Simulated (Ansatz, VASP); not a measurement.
**LiF: VASP beside Ansatz**

```
Li F
1.0
     2.52114    0.00000    0.00000
     0.00000    2.52114    0.00000
     0.00000    0.00000    2.55953
Li F
1 1
Direct
  0.00000 0.00000 0.00000
  0.50000 0.50000 0.50000
```

Change from the starting cell: strain -0.0150 x Voigt [1, 1, 0, 0, 0, 0], atoms carried along.

Alike in both runs: task single point; functional LDA; k mesh 10 × 10 × 10; occupations gaussian, width 0.05 eV; no spin polarisation.

```csv
,VASP,Ansatz
version,VASP 6.6.1,Ansatz 0.2.0
potentials or method,"VASP PAW LDA potentials, release 64 (Li_sv, F), cutoff 520 eV","scalar-relativistic, plane waves, PAW"
valence electrons in the cell,10,10
```

|  | VASP | Ansatz | Ansatz less VASP |
| --- | --- | --- | --- |
| gap on the k mesh at the Fermi level (eV) | 7.52 | 7.52 | +0.005 |
| least direct gap on the mesh (eV) | 8.21 | 8.22 | +0.003 |

LDA's correlation is that of Perdew and Zunger in VASP and of Perdew and Wang (1992) in Ansatz.

Noted on VASP's run: the cutoff is short for stress, so the pressure is rough.
